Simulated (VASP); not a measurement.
SiO2:

```
CELL_PARAMETERS angstrom
-4.94148 4.94148 4.94148
4.94148 -4.94148 4.94148
4.94148 4.94148 -4.94148
ATOMIC_POSITIONS crystal
Si 0.31388 0.31388 0.31388
Si 0.00000 0.31388 0.00000
Si 0.00000 0.00000 0.31388
Si 0.31388 0.00000 0.00000
Si 0.00000 0.00000 0.68612
Si 0.68612 0.00000 0.00000
Si 0.00000 0.68612 0.00000
Si 0.68612 0.68612 0.68612
O 0.50000 0.50000 0.50000
O 0.00000 0.50000 0.00000
O 0.00000 0.00000 0.50000
O 0.50000 0.00000 0.00000
O 0.18888 0.18888 0.37777
O 0.18888 0.37777 0.18888
O 0.81112 0.00000 0.18888
O 0.00000 0.81112 0.18888
O 0.37777 0.18888 0.18888
O 0.18888 0.81112 0.00000
O 0.81112 0.18888 0.00000
O 0.18888 0.00000 0.81112
O 0.62223 0.81112 0.81112
O 0.81112 0.62223 0.81112
O 0.00000 0.18888 0.81112
O 0.81112 0.81112 0.62223
```

Base run:

| Item | Value |
| --- | --- |
| Program | VASP 6.6.1 |
| Functional | r2SCAN |
| Potentials or basis | VASP PAW PBE potentials, release 64 (Si, O) |
| Cutoff | 520 eV |
| k mesh | 3 × 3 × 3 |
| Occupations | fermi-dirac, width 0.02 eV |
| Spin | no spin polarisation |

Its results: band gap on the k mesh 6.26 eV; pressure 0.2 GPa; largest force 0.023 eV/Å.

The run is repeated on the same cell with these changes: functional from r2SCAN to PBE. What comes out?

Band gap on the k mesh 5.54 eV; pressure 3.2 GPa; largest force 0.329 eV/Å.

Caveats: an odd mesh through Γ misses points on the zone boundary, where band edges can lie; the PAW data sets were made with another functional, which shifts forces and pressure a little (at least some runs); the cell stands under pressure (at least some runs).
